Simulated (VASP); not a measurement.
Mn, 1 atom in the cell. The structure is cubic, space group Im-3m (No. 229). The conventional cell has a = 2.893 Å, b = 2.893 Å, c = 2.893 Å, α = 90.00°, β = 90.00°, γ = 90.00°. Within 3.3 Å of Mn (site symmetry m-3m) lie 14 Mn at 2.51 to 2.89 Å.  This cell differs from its parent crystal: volume scaled by 1.08.

```yaml
Program: VASP 6.6.1
Task: single point
Functional: BLYP
Potentials_or_basis: VASP PAW PBE potentials, release 64 (Mn_pv)
Cutoff: 520 eV
k_mesh: 18 × 18 × 18
Occupations: fermi-dirac, width 0.1 eV
Spin: no spin polarisation
Dipole_correction: no
Further_INCAR_settings: ALGO = Normal; EDIFF = 1e-07; NBANDS = 12
```

Potentials or basis: VASP PAW PBE potentials, release 64 (Mn_pv).

Launch:

```sh
$ cat potpaw_PBE.64/Mn_pv/POTCAR > POTCAR
$ mpirun -np 1 vasp_std > vasp.out
```

Hardware: 1 thread of Intel(R) Xeon(R) Platinum 8375C CPU @ 2.90GHz (Ice Lake), with other jobs on the host.

Question: How long does it take, and how much memory?

Answer: Wall time 24 s on 1 thread of Intel(R) Xeon(R) Platinum 8375C CPU @ 2.90GHz (Ice Lake), on a shared host, peak memory 0.14 GiB. Counts: scf iterations 13, k points 195.
